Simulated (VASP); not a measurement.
# MgO (Fm-3m) in VASP: a series of runs

The runs below take MgO through single point, with PBEsol, PBEsol+D3(BJ).

All numbers are computed with VASP 6.6.1; they aren't measurements. Logs are shortened: lines on timing, memory, paths and dates and some standing lists are left out, and cuts for length are marked.

**The experiment to reproduce.**

From “Electronic structure of alkaline earth and post-transition metal oxides”, 2009, arxiv:0908.1581, for a bulk crystal of MgO: band gap 7.83 eV.

The results are compared with them further down.

### 1 The cell of the first run

It takes space group Fm-3m (No. 225, cubic). The conventional cell has a = 4.204 Å, b = 4.204 Å, c = 4.204 Å, α = 90.00°, β = 90.00°, γ = 90.00°. Mg (site symmetry m-3m) has 6 O at 2.10 Å within 2.8 Å. Within 2.8 Å of O (site symmetry m-3m) lie 6 Mg at 2.10 Å.

### 2 Single point, PBEsol

INCAR reads:

```
PREC = Accurate
ENCUT = 600
EDIFF = 1E-6
ISMEAR = 0
SIGMA = 0.05
LREAL = F
LASPH = T
NELM = 120
ALGO = Normal
ISIF = 2
LWAVE = F
LCHARG = T
GGA = PS
LELF = T
LVHAR = T
NBANDS = 11
GGA_COMPAT = F
```

KPOINTS reads:

```
regular mesh
0
Gamma
  8 8 8
```

POSCAR reads:

```
MgO
1.0
    0.0000000000      2.1021680256      2.1021680256
    2.1021680256      0.0000000000      2.1021680256
    2.1021680256      2.1021680256      0.0000000000
Mg O
1 1
Direct
    0.0000000000      0.0000000000      0.0000000000
    0.5000000000      0.5000000000      0.5000000000
```

Potentials or basis: VASP PAW PBE potentials, release 64 (Mg, O).

Run with:

```sh
$ cat potpaw_PBE.64/Mg/POTCAR potpaw_PBE.64/O/POTCAR > POTCAR
$ mpirun -np 1 vasp_std > vasp.out
```

OUTCAR:

```text
PREC = Accurate
   ENCUT = 600
   EDIFF = 1E-6
   ISMEAR = 0
   LREAL = F
   LASPH = T
   NELM = 120
   ISIF = 2
   GGA = PS

 ion  position               nearest neighbor table
   1  0.000  0.000  0.000-   2 2.10   2 2.10   2 2.10   2 2.10   2 2.10   2 2.10
   2  0.500  0.500  0.500-   1 2.10   1 2.10   1 2.10   1 2.10   1 2.10   1 2.10

  LATTYP: Found a face centered cubic cell.
 ALAT       =     4.2043360512

  Lattice vectors:

 A1 = (   0.0000000000,   2.1021680256,   2.1021680256)
 A2 = (   2.1021680256,   0.0000000000,   2.1021680256)
 A3 = (   2.1021680256,   2.1021680256,   0.0000000000)

Analysis of symmetry for initial positions (statically):
=====================================================================
 Subroutine PRICEL returns:
 Original cell was already a primitive cell.

 Routine SETGRP: Setting up the symmetry group for a
 face centered cubic supercell.

 Subroutine GETGRP returns: Found 48 space group operations
 (whereof 48 operations were pure point group operations)
 out of a pool of 48 trial point group operations.

The static configuration has the point symmetry O_h .

Analysis of symmetry for dynamics (positions and initial velocities):
=====================================================================
 Subroutine PRICEL returns:
 Original cell was already a primitive cell.

 Routine SETGRP: Setting up the symmetry group for a
 face centered cubic supercell.

 Subroutine GETGRP returns: Found 48 space group operations
 (whereof 48 operations were pure point group operations)
 out of a pool of 48 trial point group operations.

The dynamic configuration has the point symmetry O_h .

 Subroutine INISYM returns: Found 48 space group operations
 (whereof 48 operations are pure point group operations),
 and found     1 'primitive' translations

----------------------------------------------------------------------------------------

                                     Primitive cell

  volume of cell :      18.5794

  direct lattice vectors                    reciprocal lattice vectors
     0.000000000  2.102168026  2.102168026    -0.237849684  0.237849684  0.237849684
     2.102168026  0.000000000  2.102168026     0.237849684 -0.237849684  0.237849684
     2.102168026  2.102168026  0.000000000     0.237849684  0.237849684 -0.237849684

  length of vectors
     2.972914532  2.972914532  2.972914532     0.411967737  0.411967737  0.411967737

  position of ions in fractional coordinates (direct lattice)
     0.000000000  0.000000000  0.000000000
     0.500000000  0.500000000  0.500000000

  ion indices of the primitive-cell ions
   primitive index   ion index
                 1           1
                 2           2

----------------------------------------------------------------------------------------

 KPOINTS: regular mesh

Automatic generation of k-mesh.
 Grid dimensions read from file:
 generate k-points for:    8    8    8

 Generating k-lattice:

  Cartesian coordinates                     Fractional coordinates (reciprocal lattice)
    -0.029731210  0.029731210  0.029731210     0.125000000  0.000000000  0.000000000
     0.029731210 -0.029731210  0.029731210     0.000000000  0.125000000  0.000000000
     0.029731210  0.029731210 -0.029731210     0.000000000  0.000000000  0.125000000

  Length of vectors
     0.051495967  0.051495967  0.051495967

  Shift w.r.t. Gamma in fractional coordinates (k-lattice)
     0.000000000  0.000000000  0.000000000

 Subroutine IBZKPT returns following result:
 ===========================================

 Found     29 irreducible k-points:

 Following reciprocal coordinates:
            Coordinates               Weight
  0.000000  0.000000  0.000000      1.000000
  0.125000  0.000000  0.000000      8.000000
  0.250000  0.000000  0.000000      8.000000
  0.375000  0.000000  0.000000      8.000000
  0.500000  0.000000  0.000000      4.000000
  0.125000  0.125000  0.000000      6.000000
[... 16 lines left out ...]
  0.500000  0.250000  0.125000     48.000000
 -0.375000  0.250000  0.125000     24.000000
 [... further k-points ...]
   k-points           NKPTS =     29   k-points in BZ     NKDIM =     29   number of bands    NBANDS=     11
   number of dos      NEDOS =    301   number of ions     NIONS =      2
   total plane-waves  NPLWV =  13824
   dimension x,y,z NGX =    24 NGY =   24 NGZ =   24
   dimension x,y,z NGXF=    48 NGYF=   48 NGZF=   48
   ions per type =               1   1
   NGX,Y,Z   is equivalent  to a cutoff of  13.42, 13.42, 13.42 a.u.
   NGXF,Y,Z  is equivalent  to a cutoff of  26.84, 26.84, 26.84 a.u.
 SYSTEM =  unknown system
   PREC   = accura    normal or accurate (medium, high low for compatibility)
   ISTART =      0    job   : 0-new  1-cont  2-samecut
   ICHARG =      2    charge: 1-file 2-atom 10-const
   ISPIN  =      1    spin polarized calculation?
   LNONCOLLINEAR =      F non collinear calculations
   LSORBIT =      F    spin-orbit coupling
   LASPH  =      T    aspherical Exc in radial PAW
   ENCUT  =  600.0 eV  44.10 Ry    6.64 a.u.   5.94  5.94  5.94*2*pi/ulx,y,z
   NELM   =    120;   NELMIN=  2; NELMDL= -5     # of ELM steps
   EDIFF  = 0.1E-05   stopping-criterion for ELM
   LREAL  =      F    real-space projection
   EDIFFG = 0.1E-04   stopping-criterion for IOM
   NSW    =      0    number of steps for IOM
   IBRION =     -1    ionic relax: 0-MD 1-quasi-New 2-CG
   NFREE  =      0    steps in history (QN), initial steepest desc. (CG)
   ISIF   =      2    stress and relaxation
   ISYM   =      2    0-nonsym 1-usesym 2-fastsym
   POTIM  = 0.5000    time-step for ionic-motion
   TEBEG  =    0.0;   TEEND  =   0.0 temperature during run
   PSTRESS=    0.0 pullay stress
   NELECT =       8.0000    total number of electrons
   NUPDOWN=      -1.0000    fix difference up-down
   EMIN   =  10.00;   EMAX   =-10.00  energy-range for DOS
   EFERMI =   0.00;   METHOD = LEGACY
   ISMEAR =     0;   SIGMA  =   0.05  broadening in eV -4-tet -1-fermi 0-gaus
   EFERMI_NEDOS =   21; number of points for ismear=-14 and -15
   IALGO  =     38    algorithm
   IMIX   =      4    mixing-type and parameters
     AMIX     =   0.40;   BMIX     =  1.00
     AMIX_MAG =   1.60;   BMIX_MAG =  1.00
  volume/ion in A,a.u.               =       9.29        62.69
  Fermi-wavevector in a.u.,A,eV,Ry     =   1.236215  2.336108 20.792804  1.528228
  Thomas-Fermi vector in A             =   2.370833
   LORBIT       =      0    0 simple, 1 ext, 2 COOP (PROOUT), +10 PAW based schemes
   GGA     = PS    functional components
   LHFCALC =     F    Hartree Fock is set to
   AEXX    =    0.0000 exact exchange contribution
   IVDW    =     0    specifies the selected vdW correction
   LEPSILON=     F    determine dielectric tensor
   LRPA    =     F    only Hartree local field effects (RPA)
 non-spin polarized calculation
 Gauss-broadening in eV      SIGMA  =   0.05
  energy-cutoff  :      600.00
  volume of cell :       18.58
 maximum number of plane-waves:       636
   NGX = 11   NGY = 11   NGZ = 11

 number of electron       8.0000004 magnetization

 Free energy of the ion-electron system (eV)
  ---------------------------------------------------
  ext. energy  EPLUGINS =         0.00000000
  ---------------------------------------------------
  free energy    TOTEN  =       -12.51520966 eV

  energy without entropy =      -12.51520966  energy(sigma->0) =      -12.51520966

 E-fermi :   3.3109     XC(G=0): -11.3366

 val. band max:        3.1069645201   @ k =   0.0000   0.0000   0.0000
 cond. band min:       7.7959267671   @ k =   0.0000   0.0000   0.0000
 fundamental gap:      4.6889622471
 Fermi energy:         3.3109369431

 k-point     1 :       0.0000    0.0000    0.0000
  band No.  band energies     occupation
      1     -14.1267      2.00000
      2       3.1070      2.00000
      3       3.1070      2.00000
      4       3.1070      2.00000
      5       7.7959      0.00000
      6      18.7716      0.00000
      7      18.7716      0.00000
      8      18.7716      0.00000
      9      22.6282      0.00000
     10      24.5187      0.00000
     11      24.5187      0.00000

 k-point     2 :       0.1250    0.0000    0.0000
  band No.  band energies     occupation
      1     -13.9589      2.00000
      2       2.1348      2.00000
      3       3.0011      2.00000
      4       3.0011      2.00000
      5       8.7158      0.00000
      6      17.0779      0.00000
      7      19.1364      0.00000
      8      19.1364      0.00000
      9      23.5638      0.00000
     10      23.5638      0.00000
     11      24.8463      0.00000

 k-point     3 :       0.2500    0.0000    0.0000
  band No.  band energies     occupation
      1     -13.5216      2.00000
      2       0.4007      2.00000
      3       2.7576      2.00000
      4       2.7576      2.00000
      5      10.1464      0.00000
      6      15.5557      0.00000
      7      19.6549      0.00000
      8      19.6549      0.00000
      9      23.1633      0.00000
     10      23.1633      0.00000
     11      25.0607      0.00000

 k-point     4 :       0.3750    0.0000    0.0000
  band No.  band energies     occupation
      1     -13.0264      2.00000
      2      -1.0352      2.00000
      3       2.5287      2.00000
      4       2.5287      2.00000
      5      10.8130      0.00000
      6      15.4176      0.00000
      7      19.5052      0.00000
      8      19.5052      0.00000
      9      24.2727      0.00000
     10      24.4623      0.00000
     11      24.4623      0.00000
[... 239 lines left out ...]
 k-point    22 :       0.3750    0.2500    0.1250
  band No.  band energies     occupation
      1     -13.2077      2.00000
      2       0.0369      2.00000
      3       1.9276      2.00000
      4       2.4775      2.00000
      5      11.5642      0.00000
      6      14.4389      0.00000
      7      18.1322      0.00000
      8      20.5847      0.00000
      9      21.1162      0.00000
     10      25.4702      0.00000
     11      28.8847      0.00000

 k-point    23 :       0.5000    0.2500    0.1250
  band No.  band energies     occupation
      1     -12.8172      2.00000
      2      -0.6703      2.00000
      3       1.3385      2.00000
      4       2.2198      2.00000
      5      12.5276      0.00000
      6      14.6548      0.00000
      7      16.9785      0.00000
      8      20.1903      0.00000
      9      22.6999      0.00000
     10      25.4363      0.00000
     11      29.0870      0.00000

 k-point    24 :      -0.3750    0.2500    0.1250
  band No.  band energies     occupation
      1     -12.6430      2.00000
      2      -0.9726      2.00000
      3       1.1266      2.00000
      4       2.0984      2.00000
      5      12.6772      0.00000
      6      15.2382      0.00000
      7      16.5464      0.00000
      8      19.9457      0.00000
      9      23.5488      0.00000
     10      25.1068      0.00000
     11      29.2181      0.00000

 [... further k-points ...]
[... 5 lines left out ...]
  --------------------------------------------------------------------------------------
  -------------------------------------------------------------------------------------
  Total        0.0463013      0.0463013      0.0463013     -0.0000000     -0.0000000      0.0000000
  in kB        3.9927451      3.9927451      3.9927451     -0.0000000     -0.0000000      0.0000000
  external PRESSURE =       3.9927451 kB  Pullay stress =       0.0000000 kB

 VOLUME and BASIS-vectors are now :
 -----------------------------------------------------------------------------
  energy-cutoff  :      600.00
  volume of cell :       18.58
      direct lattice vectors                 reciprocal lattice vectors
     0.000000000  2.102168026  2.102168026    -0.237849684  0.237849684  0.237849684
     2.102168026  0.000000000  2.102168026     0.237849684 -0.237849684  0.237849684
     2.102168026  2.102168026  0.000000000     0.237849684  0.237849684 -0.237849684

 POSITION                                       TOTAL-FORCE (eV/Angst)
 -----------------------------------------------------------------------------------
      0.00000      0.00000      0.00000         0.000000      0.000000      0.000000
      2.10217      2.10217      2.10217        -0.000000     -0.000000     -0.000000
 -----------------------------------------------------------------------------------
    total drift:                               -0.000000     -0.000000      0.000000

  FREE ENERGIE OF THE ION-ELECTRON SYSTEM (eV)
  ---------------------------------------------------
  free  energy   TOTEN  =       -12.5152096644 eV

  energy  without entropy=      -12.5152096644  energy(sigma->0) =      -12.51520966
```

Run time: 22 s. Hardware: 1 thread of AMD EPYC 7R43 (Zen 3), shared host; peak memory 0.1 GiB.

What came out:

```yaml
Free_energy: -12.5152 eV
Pressure: 0.4 GPa
Band_gap_on_the_k_mesh: 4.69 eV
```

Caveat: the PAW data sets were made with another functional, which shifts forces and pressure a little.

### 3 Single point, PBEsol+D3(BJ)

INCAR reads:

```
PREC = Accurate
ENCUT = 600
EDIFF = 1E-6
ISMEAR = 0
SIGMA = 0.01
LREAL = False
LASPH = True
NELM = 120
ALGO = Normal
ISIF = 2
LWAVE = False
LCHARG = False
GGA = PS
IVDW = 12
NBANDS = 11
GGA_COMPAT = False
```

KPOINTS reads:

```
Automatic mesh
0
Gamma
  8 8 8
```

POSCAR is that of step 2.

Potentials or basis: VASP PAW PBE potentials, release 64 (Mg, O).

Run with:

```sh
$ cat potpaw_PBE.64/Mg/POTCAR potpaw_PBE.64/O/POTCAR > POTCAR
$ mpirun -np 1 vasp_std > vasp.out
```

Wall time 18 s (1 thread of AMD EPYC 7R43 (Zen 3), shared host); peak memory 0.12 GiB.

The run converged. Its results:

```
Free energy                : -13.0170 eV
Pressure                   : -4.0 GPa
Band gap on the k mesh     : 4.69 eV
Dispersion energy per atom : -0.251 eV
```

Levels at points of the mesh, in eV from the valence-band top:
| k point | band 1 | band 2 | band 3 | band 4 | band 5 | band 6 | band 7 | band 8 | band 9 |
| --- | --- | --- | --- | --- | --- | --- | --- | --- | --- |
| (0.00, 0.00, 0.00) | -17.23 | 0.00 | 0.00 | 0.00 | 4.69 | 15.66 | 15.66 | 15.66 | 19.52 |
| (0.50, 0.00, 0.00) | -15.91 | -4.70 | -0.67 | -0.67 | 7.78 | 12.57 | 16.24 | 16.24 | 20.85 |
| (0.50, 0.50, 0.00) | -15.64 | -4.17 | -1.37 | -1.37 | 8.93 | 9.94 | 13.03 | 18.93 | 18.93 |

Caveat: the cell stands under tension; the PAW data sets were made with another functional, which shifts forces and pressure a little. As with any semilocal functional, this PBEsol gap is likely too small.

### 4 Comparison with measurements

Step 2. Against the measured gap of MgO, 7.83 eV (quoted in “Electronic structure of alkaline earth and post-transition metal oxides”, 2009, arxiv:0908.1581), the calculated 4.69 eV is off by -3.14 eV. The value is that of PBEsol, without temperature or zero-point motion. Semilocal functionals fall short of measured gaps as a rule.
